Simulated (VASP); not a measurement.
A run of VASP 6.6.1:

File INCAR:

```
SYSTEM = PtSe
PREC     = Accurate       ! precision mode
ENCUT    = 520            ! plane-wave cutoff, eV
EDIFF    = 1E-6           ! SCF threshold, eV
ISMEAR   = -1             ! smearing method
SIGMA    = 0.05           ! smearing width, eV
LREAL    = .FALSE.        ! projectors in reciprocal space
LASPH    = .TRUE.         ! aspherical terms in the spheres
NELM     = 80             ! most SCF steps
ALGO     = Normal         ! electronic algorithm
ISIF     = 2              ! what is computed and relaxed
LWAVE    = .FALSE.        ! write WAVECAR
LCHARG   = .TRUE.         ! write CHGCAR
GGA      = PE             ! functional
LELF     = .TRUE.         ! ELF
LVHAR    = .TRUE.       
NBANDS   = 15             ! bands
```

The input KPOINTS:

```
regular mesh
0
G
  7 7 6
  0 0 0
```

File POSCAR:

```
PtSe
1.0
    3.6278329234      0.0000000000      0.0000000000
   -1.8139164568      3.1417954750      0.0000000000
    0.0000000000      0.0000000000      3.6128420300
Pt Se
1 1
Direct
    0.0000000000      0.0000000000      0.0000000000
    0.6666666667      0.3333333333      0.5000000000
```

Potentials or basis: VASP PAW PBE potentials, release 64 (Pt, Se).

The run is started by

```sh
$ cat potpaw_PBE.64/Pt/POTCAR potpaw_PBE.64/Se/POTCAR > POTCAR
$ mpirun -np 1 vasp_std > vasp.out
```

Hardware: 1 thread of Intel(R) Xeon(R) 6975P-C (Granite Rapids) (shared host).

Question: Estimate the wall time of this run.

Answer: It took 8.4 s on 1 thread of Intel(R) Xeon(R) 6975P-C (Granite Rapids) (shared host), peak memory 0.17 GiB. Counts: scf iterations 12, k points 32.
